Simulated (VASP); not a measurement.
Here is a VASP 6.6.1 calculation.

POSCAR

```
Ni4N
1.0
    3.7151400000      0.0000000000      0.0000000000
    0.0000000000      3.7151400000      0.0000000000
    0.0000000000      0.0000000000      3.7151400000
Ni N
4 1
Direct
    0.0000000000      0.0000000000      0.0000000000
    0.5000000000      0.5000000000      0.0000000000
    0.0000000000      0.5000000000      0.5000000000
    0.5000000000      0.0000000000      0.5000000000
    0.5000000000      0.5000000000      0.5000000000
```

INCAR.step1

```
PREC = Accurate
ENCUT = 660
ISMEAR = -1
SIGMA = 0.1
LREAL = F
LASPH = T
NELM = 200
ISPIN = 2
MAGMOM = 1.5 1.5 1.5 1.5 0
LMAXMIX = 4
NBANDS = 34
GGA = PE
ALGO = Normal
EDIFF = 1E-5
LWAVE = T
LCHARG = F
GGA_COMPAT = F
```

Contents of INCAR.step2:

```
PREC = Accurate
ENCUT = 660
EDIFF = 1E-6
ISMEAR = -1
SIGMA = 0.1
LREAL = F
LASPH = T
NELM = 200
ALGO = Normal
ISIF = 2
LWAVE = F
LCHARG = F
ISPIN = 2
MAGMOM = 1.5 1.5 1.5 1.5 0
LORBIT = 11
LMAXMIX = 4
METAGGA = R2SCAN
LMIXTAU = T
NBANDS = 34
ISTART = 1
GGA_COMPAT = F
```

Contents of KPOINTS:

```
Automatic mesh
0
Gamma
  6 6 6
```

Potentials or basis: VASP PAW PBE potentials, release 64 (Ni, N).

Launch:

```sh
$ cat potpaw_PBE.64/Ni/POTCAR potpaw_PBE.64/N/POTCAR > POTCAR
$ cp INCAR.step1 INCAR
$ mpirun -np 1 vasp_std > vasp.out
$ cp INCAR.step2 INCAR
$ mpirun -np 1 vasp_std > vasp.out
```

Estimate the net moment.

1.89 μB per cell.

What does it give for the pressure?

-3.6 GPa.

Caveat: the cell stands under tension; the PAW data sets were made with another functional, which shifts forces and pressure a little.
